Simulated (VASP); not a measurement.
# AlN (F-43m) in VASP: notebook, part 2 of 3

VASP 6.6.1. Earlier steps stand in the parts before.

**3. Relaxation of cell and atoms, PBEsol**

This run uses another cell than the first one, of 10.67 Å³/atom, 1.206 times its volume.

INCAR

```
  PREC = Accurate
  ENCUT = 600
  EDIFF = 1E-6
  ISMEAR = -1
  SIGMA = 0.02
  LREAL = F
  LASPH = T
  NELM = 100
  ALGO = Normal
  ISIF = 3
  LWAVE = F
  LCHARG = F
  GGA = PS
  IBRION = 2
  NSW = 80
  EDIFFG = -0.005
```

KPOINTS

```
Automatic mesh
0
Gamma
  10 10 10
```

POSCAR

```
AlN
1.0
    0.0000000000      2.2015394219      2.2015394219
    2.2015394219      0.0000000000      2.2015394219
    2.2015394219      2.2015394219      0.0000000000
Al N
1 1
Direct
    0.0000000000      0.0000000000      0.0000000000
    0.2500000000      0.2500000000      0.2500000000
```

Potentials or basis: VASP PAW PBE potentials, release 64 (Al, N).

Run with:

```console
> cat potpaw_PBE.64/Al/POTCAR potpaw_PBE.64/N/POTCAR > POTCAR
> mpirun -np 1 vasp_std > vasp.out
```

OUTCAR:

```text
PREC = Accurate
   ENCUT = 600
   EDIFF = 1E-6
   ISMEAR = -1
   LREAL = F
   LASPH = T
   NELM = 100
   ISIF = 3
   GGA = PS
   IBRION = 2
   NSW = 80
   EDIFFG = -0.005

 ion  position               nearest neighbor table
   1  0.000  0.000  0.000-   2 1.91   2 1.91   2 1.91   2 1.91
   2  0.250  0.250  0.250-   1 1.91   1 1.91   1 1.91   1 1.91

  LATTYP: Found a face centered cubic cell.
 ALAT       =     4.4030788438

  Lattice vectors:

 A1 = (   0.0000000000,   2.2015394219,   2.2015394219)
 A2 = (   2.2015394219,   0.0000000000,   2.2015394219)
 A3 = (   2.2015394219,   2.2015394219,   0.0000000000)

Analysis of symmetry for initial positions (statically):
=====================================================================
 Subroutine PRICEL returns:
 Original cell was already a primitive cell.

 Routine SETGRP: Setting up the symmetry group for a
 face centered cubic supercell.

 Subroutine GETGRP returns: Found 24 space group operations
 (whereof 24 operations were pure point group operations)
 out of a pool of 48 trial point group operations.

The static configuration has the point symmetry T_d .

Analysis of symmetry for dynamics (positions and initial velocities):
=====================================================================
 Subroutine PRICEL returns:
 Original cell was already a primitive cell.

 Routine SETGRP: Setting up the symmetry group for a
 face centered cubic supercell.

 Subroutine GETGRP returns: Found 24 space group operations
 (whereof 24 operations were pure point group operations)
 out of a pool of 48 trial point group operations.

The dynamic configuration has the point symmetry T_d .

 Subroutine INISYM returns: Found 24 space group operations
 (whereof 24 operations are pure point group operations),
 and found     1 'primitive' translations

----------------------------------------------------------------------------------------

                                     Primitive cell

  volume of cell :      21.3407

  direct lattice vectors                    reciprocal lattice vectors
     0.000000000  2.201539422  2.201539422    -0.227113807  0.227113807  0.227113807
     2.201539422  0.000000000  2.201539422     0.227113807 -0.227113807  0.227113807
     2.201539422  2.201539422  0.000000000     0.227113807  0.227113807 -0.227113807

  length of vectors
     3.113446909  3.113446909  3.113446909     0.393372653  0.393372653  0.393372653

  position of ions in fractional coordinates (direct lattice)
     0.000000000  0.000000000  0.000000000
     0.250000000  0.250000000  0.250000000

  ion indices of the primitive-cell ions
   primitive index   ion index
                 1           1
                 2           2

----------------------------------------------------------------------------------------

 KPOINTS: Automatic mesh

Automatic generation of k-mesh.
 Grid dimensions read from file:
 generate k-points for:   10   10   10

 Generating k-lattice:

  Cartesian coordinates                     Fractional coordinates (reciprocal lattice)
    -0.022711381  0.022711381  0.022711381     0.100000000  0.000000000  0.000000000
     0.022711381 -0.022711381  0.022711381     0.000000000  0.100000000  0.000000000
[... 47 lines left out ...]
   NGXF,Y,Z  is equivalent  to a cutoff of  29.90, 29.90, 29.90 a.u.
 SYSTEM =  unknown system
   PREC   = accura    normal or accurate (medium, high low for compatibility)
   ISTART =      0    job   : 0-new  1-cont  2-samecut
   ICHARG =      2    charge: 1-file 2-atom 10-const
   ISPIN  =      1    spin polarized calculation?
   LNONCOLLINEAR =      F non collinear calculations
   LSORBIT =      F    spin-orbit coupling
   LASPH  =      T    aspherical Exc in radial PAW
   ENCUT  =  600.0 eV  44.10 Ry    6.64 a.u.   6.22  6.22  6.22*2*pi/ulx,y,z
   NELM   =    100;   NELMIN=  2; NELMDL= -5     # of ELM steps
   EDIFF  = 0.1E-05   stopping-criterion for ELM
   LREAL  =      F    real-space projection
   EDIFFG = -.5E-02   stopping-criterion for IOM
   NSW    =     80    number of steps for IOM
   IBRION =      2    ionic relax: 0-MD 1-quasi-New 2-CG
   NFREE  =      1    steps in history (QN), initial steepest desc. (CG)
   ISIF   =      3    stress and relaxation
   ISYM   =      2    0-nonsym 1-usesym 2-fastsym
   POTIM  = 0.5000    time-step for ionic-motion
   TEBEG  =    0.0;   TEEND  =   0.0 temperature during run
   PSTRESS=    0.0 pullay stress
   NELECT =       8.0000    total number of electrons
   NUPDOWN=      -1.0000    fix difference up-down
   EMIN   =  10.00;   EMAX   =-10.00  energy-range for DOS
   EFERMI =   0.00;   METHOD = LEGACY
   ISMEAR =    -1;   SIGMA  =   0.02  broadening in eV -4-tet -1-fermi 0-gaus
   EFERMI_NEDOS =   21; number of points for ismear=-14 and -15
   IALGO  =     38    algorithm
   IMIX   =      4    mixing-type and parameters
     AMIX     =   0.40;   BMIX     =  1.00
     AMIX_MAG =   1.60;   BMIX_MAG =  1.00
  volume/ion in A,a.u.               =      10.67        72.01
  Fermi-wavevector in a.u.,A,eV,Ry     =   1.180416  2.230662 18.958107  1.393382
  Thomas-Fermi vector in A             =   2.316709
   LORBIT       =      0    0 simple, 1 ext, 2 COOP (PROOUT), +10 PAW based schemes
   GGA     = PS    functional components
   LHFCALC =     F    Hartree Fock is set to
   AEXX    =    0.0000 exact exchange contribution
   IVDW    =     0    specifies the selected vdW correction
   LEPSILON=     F    determine dielectric tensor
   LRPA    =     F    only Hartree local field effects (RPA)
 conjugate gradient relaxation of ions
 non-spin polarized calculation
  energy-cutoff  :      600.00
  volume of cell :       21.34
 maximum number of plane-waves:       728
 NGX is ok and might be reduce to    28
   NGX = 13   NGY = 13   NGZ = 13

--------------------------------------- Ionic step        1  -------------------------------------------

 number of electron       8.0000000 magnetization

 Free energy of the ion-electron system (eV)
  ---------------------------------------------------
  ext. energy  EPLUGINS =         0.00000000
  ---------------------------------------------------
  free energy    TOTEN  =       -15.60922689 eV

  energy without entropy =      -15.60922689  energy(sigma->0) =      -15.60922689

------------------------ aborting loop because EDIFF is reached ----------------------------------------

  FORCE on cell =-STRESS in cart. coord.  units (eV):
  Direction    XX          YY          ZZ          XY          YZ          ZX
  --------------------------------------------------------------------------------------
  -------------------------------------------------------------------------------------
  Total       -0.4714480     -0.4714480     -0.4714480      0.0000000     -0.0000000     -0.0000000
  in kB      -35.3944322    -35.3944322    -35.3944322      0.0000000     -0.0000000     -0.0000000
  external PRESSURE =     -35.3944322 kB  Pullay stress =       0.0000000 kB
[... 59 lines left out ...]
--------------------------------------- Ionic step        3  -------------------------------------------

 number of electron       7.9999999 magnetization

 Free energy of the ion-electron system (eV)
  ---------------------------------------------------
  ext. energy  EPLUGINS =         0.00000000
  ---------------------------------------------------
  free energy    TOTEN  =       -15.61353856 eV

  energy without entropy =      -15.61353856  energy(sigma->0) =      -15.61353856

 E-fermi :   6.2529     XC(G=0): -11.1038

 val. band max:        5.8228872675   @ k =   0.0000   0.0000   0.0000
 cond. band min:       9.0073249090   @ k =   0.5000   0.5000   0.0000
 fundamental gap:      3.1844376415
 Fermi energy:         6.2529217397

 k-point     1 :       0.0000    0.0000    0.0000
  band No.  band energies     occupation
      1      -9.1020      2.00000
      2       5.8229      2.00000
      3       5.8229      2.00000
      4       5.8229      2.00000
      5       9.9046      0.00000
      6      18.2346      0.00000
      7      18.2346      0.00000
      8      18.2346      0.00000
[... 243 lines left out ...]
 k-point    24 :       0.4000    0.3000    0.0000
  band No.  band energies     occupation
      1      -7.0803      2.00000
      2       1.6535      2.00000
      3       4.1091      2.00000
      4       4.4120      2.00000
      5      10.6097      0.00000
      6      15.1924      0.00000
      7      17.9270      0.00000
      8      20.2467      0.00000

 [... further k-points ...]

------------------------ aborting loop because EDIFF is reached ----------------------------------------

  FORCE on cell =-STRESS in cart. coord.  units (eV):
  Direction    XX          YY          ZZ          XY          YZ          ZX
  --------------------------------------------------------------------------------------
  -------------------------------------------------------------------------------------
  Total       -0.0010869     -0.0010869     -0.0010869      0.0000000      0.0000000     -0.0000000
  in kB       -0.0830961     -0.0830961     -0.0830961      0.0000000      0.0000000     -0.0000000
  external PRESSURE =      -0.0830961 kB  Pullay stress =       0.0000000 kB
[... 17 lines left out ...]
  FREE ENERGIE OF THE ION-ELECTRON SYSTEM (eV)
  ---------------------------------------------------
  free  energy   TOTEN  =       -15.6135385571 eV

  energy  without entropy=      -15.6135385571  energy(sigma->0) =      -15.61353856

 reached required accuracy - stopping structural energy minimisation
```

OSZICAR:

```text
N       E                     dE             d eps       ncg     rms          rms(c)
DAV:   1     0.147987220542E+02    0.14799E+02   -0.43858E+03   752   0.939E+02
DAV:   2    -0.170894183946E+02   -0.31888E+02   -0.31287E+02  1024   0.168E+02
DAV:   3    -0.177936845105E+02   -0.70427E+00   -0.70427E+00   864   0.311E+01
DAV:   4    -0.177961347762E+02   -0.24503E-02   -0.24503E-02  1160   0.171E+00
[... 19 lines left out ...]
DAV:   2    -0.156136506154E+02    0.59213E-02   -0.34944E-02   792   0.134E+00    0.120E-01
DAV:   3    -0.156135864176E+02    0.64198E-04   -0.47219E-04   856   0.241E-01    0.413E-02
DAV:   4    -0.156135454040E+02    0.41014E-04   -0.20410E-05   944   0.404E-02    0.182E-02
DAV:   5    -0.156135387294E+02    0.66746E-05   -0.52679E-06   840   0.206E-02    0.980E-03
DAV:   6    -0.156135385571E+02    0.17225E-06   -0.57800E-08   408   0.253E-03
   3 F= -.15613539E+02 E0= -.15613539E+02  d E =-.431167E-02
```

Run time: 42 s. Hardware: 1 thread of Intel Xeon 8259CL, shared host; peak memory 0.16 GiB.

Results:

- Free energy: -15.6135 eV
- Relaxed volume: 10.48 Å³/atom
- Relaxed cell: a = 3.095 Å, b = 3.095 Å, c = 3.095 Å, α = 60.00°, β = 60.00°, γ = 60.00°
- Space group after relaxing (to 0.05 Å): F-43m (No. 216)
- Energy gained by relaxing: 2.2 meV/atom
- Ionic steps: 3
- Pressure after relaxing: 0.0 GPa
- Band gap on the k mesh: 3.18 eV, indirect (least direct gap 4.08 eV)

Step by step:
```tsv
step	energy change (eV)	largest force (eV/Å)	pressure (GPa)	volume (Å³)
1	0.0000	0.0000	-3.54	21.34
2	-0.0008	0.0000	3.38	20.62
3	-0.0043	0.0000	-0.01	20.96
```

Final structure:
```
Al N
1.0
     0.00000    2.18825    2.18825
     2.18825    0.00000    2.18825
     2.18825    2.18825    0.00000
Al N
1 1
Direct
  0.00000 0.00000 0.00000
  0.25000 0.25000 0.25000
```

Levels at points of the mesh, in eV from the valence-band top:
| k point | band 2 | band 3 | band 4 | band 5 | band 6 | band 7 |
| --- | --- | --- | --- | --- | --- | --- |
| (0.00, 0.00, 0.00) | 0.00 | 0.00 | 0.00 | 4.08 | 12.41 | 12.41 |
| (0.50, 0.00, 0.00) | -5.89 | -0.48 | -0.48 | 7.23 | 9.73 | 11.00 |
| (0.50, 0.50, 0.00) | -4.93 | -1.78 | -1.78 | 3.18 | 8.45 | 13.79 |

Caveat: the PAW data sets were made with another functional, which shifts forces and pressure a little.

**4. Relaxation of cell and atoms, LDA**

This run uses another cell than the first one, of 10.67 Å³/atom, 1.206 times its volume.

INCAR

```
SYSTEM = AlN
PREC = Accurate ; ENCUT = 600
EDIFF = 1E-6 ; ISMEAR = -1
SIGMA = 0.02 ; LREAL = .False.
LASPH = .True. ; NELM = 60
ALGO = Normal ; ISIF = 3
LWAVE = .False. ; LCHARG = .False.
IBRION = 2 ; NSW = 80
EDIFFG = -0.005
```

KPOINTS

```
Automatic mesh
0
Gamma
  10 10 10
  0 0 0
```

POSCAR is that of step 3.

Potentials or basis: VASP PAW LDA potentials, release 64 (Al, N).

Run with:

```console
> cat potpaw_LDA.64/Al/POTCAR potpaw_LDA.64/N/POTCAR > POTCAR
> mpirun -np 1 vasp_std > vasp.out
```

Wall time 35 s (1 thread of Intel Xeon 8259CL, shared host); peak memory 0.14 GiB.

It converged, with:

```yaml
Free_energy: -16.3771 eV
Relaxed_volume: 10.26 Å³/atom
Relaxed_cell: a = 3.073 Å, b = 3.073 Å, c = 3.073 Å, α = 60.00°, β = 60.00°, γ = 60.00°
Space_group_after_relaxing_to_0.05_Å: F-43m (No. 216)
Energy_gained_by_relaxing: 10.2 meV/atom
Ionic_steps: 3
Pressure_after_relaxing: 0.0 GPa
Band_gap_on_the_k_mesh: 3.23 eV, indirect (least direct gap 4.37 eV)
```

The path:
| step | energy change (eV) | largest force (eV/Å) | pressure (GPa) | volume (Å³) |
| --- | --- | --- | --- | --- |
| 1 | 0.0000 | 0.0000 | -7.66 | 21.34 |
| 2 | -0.0029 | 0.0000 | 8.06 | 19.80 |
| 3 | -0.0203 | 0.0000 | -0.05 | 20.52 |

Final structure:
```
Al N
1.0
     0.00000    2.17304    2.17304
     2.17304    0.00000    2.17304
     2.17304    2.17304    0.00000
Al N
1 1
Direct
  0.00000 0.00000 0.00000
  0.25000 0.25000 0.25000
```

Levels at points of the mesh, in eV from the valence-band top:
| k point | band 1 | band 2 | band 3 | band 4 | band 5 | band 6 | band 7 | band 8 |
| --- | --- | --- | --- | --- | --- | --- | --- | --- |
| (0.00, 0.00, 0.00) | -14.91 | 0.00 | 0.00 | 0.00 | 4.37 | 12.48 | 12.48 | 12.48 |
| (0.50, 0.00, 0.00) | -12.75 | -5.97 | -0.49 | -0.49 | 7.41 | 9.87 | 11.06 | 11.06 |
| (0.50, 0.50, 0.00) | -12.07 | -5.00 | -1.81 | -1.81 | 3.23 | 8.50 | 13.96 | 15.67 |

A k mesh can miss the band edges. A hybrid or GW would open this gap; LDA tends to underestimate it.

(Part 2 of 3 ends here.)
